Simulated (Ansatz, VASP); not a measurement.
## BAs: VASP beside Ansatz

```
B As
1.0
     0.00000    2.20364    2.20364
     2.20364    0.00000    2.20364
     2.20364    2.20364    0.00000
B As
1 1
Direct
  0.00000 0.00000 0.00000
  0.75000 0.75000 0.75000
```

Alike in both runs: task single point; functional PBEsol; k mesh 10 × 10 × 10; occupations gaussian, width 0.02 eV; no spin polarisation.

|  | VASP | Ansatz |
| --- | --- | --- |
| version | VASP 6.6.1 | Ansatz 0.2.0 |
| potentials or method | VASP PAW PBE potentials, release 64 (B, As), cutoff 520 eV | scalar-relativistic, plane waves, PAW |
| valence electrons in the cell | 8 | 18 |

```tsv
	VASP	Ansatz	Ansatz less VASP
gap on the k mesh at the Fermi level (eV)	0.82	0.83	+0.012
least direct gap on the mesh (eV)	3.60	3.60	-0.001
pressure (GPa)	55.5	53.1	-2.45
```

VASP's potentials were made for PBE, not for PBEsol. Both programs put the cell under a high pressure, so it lies far from rest at this level. With one functional, cell and mesh, what is left measures potentials, basis and numerics. VASP's potentials hold 8 valence electrons a cell and Ansatz's 18, so a difference there can come from the potentials and not from the codes.
